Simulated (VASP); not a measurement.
A run of VASP 6.6.1 is set up as follows.

File POSCAR:

```
SiC
1.0
    1.5415877827      0.8900361213      5.3212273245
   -1.5415877827      0.8900361213      5.3212273245
    0.0000000000     -1.7800722426      5.3212273245
C Si
2 2
Direct
    0.4491910690      0.4491910690      0.4491910690
    0.5508089310      0.5508089310      0.5508089310
    0.9254740595      0.9254740595      0.9254740595
    0.0745259405      0.0745259405      0.0745259405
```

Contents of INCAR.step1:

```
  ALGO = Normal
  EDIFF = 1E-4
  ENCUT = 520
  GGA = PE
  ISMEAR = 0
  LASPH = True
  LCHARG = False
  LREAL = False
  LWAVE = True
  NBANDS = 16
  NELM = 100
  PREC = Accurate
  SIGMA = 0.01
```

Contents of INCAR.step2:

```
  ALGO = Normal
  EDIFF = 1E-6
  ENCUT = 520
  ISIF = 2
  ISMEAR = 0
  ISTART = 1
  LASPH = True
  LCHARG = False
  LMIXTAU = True
  LREAL = False
  LWAVE = False
  METAGGA = R2SCAN
  NBANDS = 16
  NELM = 100
  PREC = Accurate
  SIGMA = 0.01
```

KPOINTS

```
k-points
0
Gamma
  8 8 8
```

Potentials or basis: VASP PAW PBE potentials, release 64 (C, Si).

The run is started by

```sh
$ cat potpaw_PBE.64/C/POTCAR potpaw_PBE.64/Si/POTCAR > POTCAR
$ cp INCAR.step1 INCAR
$ mpirun -np 1 vasp_std > vasp.out
$ cp INCAR.step2 INCAR
$ mpirun -np 1 vasp_std > vasp.out
```

Task: Estimate the largest force.

Result: 0.036 eV/Å.

Task: Estimate the band gap on the k mesh.

Result: 0.70 eV, indirect (least direct gap 2.12 eV).

Task: What does it give for the pressure?

Result: -0.2 GPa.

Forces in eV/Å, atoms in the order of the input:
```
C    0.000  0.000 -0.036
C    0.000  0.000  0.036
Si   0.000  0.000  0.007
Si   0.000  0.000 -0.007
```

Caveat: the PAW data sets were made with another functional, which shifts forces and pressure a little. r2SCAN opens gaps a little over a GGA but as a rule still falls short of measured ones.
